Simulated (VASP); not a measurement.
Crystal: Co.

```xyz
2
Lattice="2.4874 0.0000 0.0000 -1.2437 2.1541 0.0000 0.0000 0.0000 4.0633" Properties=species:S:1:pos:R:3 pbc="T T T"
Co    0.0000    1.4361    3.0074
Co    1.2437    0.7180    1.0559
```

Base run:

- Program: VASP 6.6.1
- Functional: PBE
- Potentials or basis: VASP PAW PBE potentials, release 64 (Co)
- Cutoff: 520 eV
- k mesh: 10 × 10 × 6
- Occupations: fermi-dirac, width 0.05 eV
- Spin: collinear spin, ferromagnetic start
- Starting moments: [2.0, 2.0] μB
- Fixed moment: 4 μB

Its results: pressure 7.6 GPa; site moments Co +1.99 μB; largest force 0.505 eV/Å.

Problem. The run is repeated on the same cell with these changes: fixed moment from 4 μB to 1 μB; moments at the start from [2.0, 2.0] to [0.5, 0.5]. What comes out?

Solution. Pressure -10.5 GPa; site moments Co +0.51 μB; largest force 0.591 eV/Å.

Caveats: the total moment is fixed, so each spin has its own Fermi level; the cell stands under pressure (at least some runs); the cell stands under tension (at least some runs).
